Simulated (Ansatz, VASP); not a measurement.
**La in VASP and in Ansatz**

Contents of INCAR:

```
PREC = Accurate
ENCUT = 520
EDIFF = 1E-8
ISMEAR = -1
SIGMA = 0.05
LREAL = F
LASPH = T
NELM = 100
ALGO = Normal
ISIF = 2
LWAVE = F
LCHARG = F
GGA = PE
LEFG = T
NBANDS = 18
```

File KPOINTS:

```
regular mesh
0
Gamma
  12 12 7
```

The input POSCAR:

```
La
1.0
    3.7576684744      0.0000000000      0.0000000000
   -1.8788342372      3.2542363578      0.0000000000
    0.0000000000      0.0000000000      6.0353482655
La
2
Direct
    0.3333333333      0.6666666667      0.2500000000
    0.6666666667      0.3333333333      0.7500000000
```

Input for Ansatz:

```yaml
crystal:
  lattice:
    - [3.7576684744, 0.0, 0.0]
    - [-1.8788342372, 3.2542363578, 0.0]
    - [0.0, 0.0, 6.0353482655]
  atoms:
    - { symbol: La, position: [0.3333333333, 0.6666666667, 0.25] }
    - { symbol: La, position: [0.6666666667, 0.3333333333, 0.75] }
kpoints:
  mp_grid: { grid: [12, 12, 7] }
scf:
  occupations: { method: fermi_dirac, width: 0.05 }
hamiltonian:
  xc: pbe
  pseudopotentials: { kind: paw }
output:
  forces: true
  stress: true
  eigenvalues: true
  efg: { contact_densities: true }
```

Change from the starting cell: volume scaled by 0.98, PAW files.

Alike in both runs: task electric field gradients; functional PBE; k mesh 12 × 12 × 7; occupations fermi-dirac, width 0.05 eV; no spin polarisation.

```csv
,VASP,Ansatz
version,VASP 6.6.1,Ansatz 0.2.0
potentials or method,"VASP PAW PBE potentials, release 64 (La)","PAW with Ansatz's default frozen-core files, scalar-relativistic"
plane-wave cutoff (eV),520,420
valence electrons in the cell,22,22
```

VASP gave:

```
pressure (GPa)                                       : 0.6
size of Vzz on the site where it differs most (V/Å²) : 20.2
```

Problem. Which values does Ansatz return?

Solution. Pressure (GPa): 0.6; size of Vzz on the site where it differs most (V/Å²): 18.6.

Neither program's run includes spin-orbit coupling.
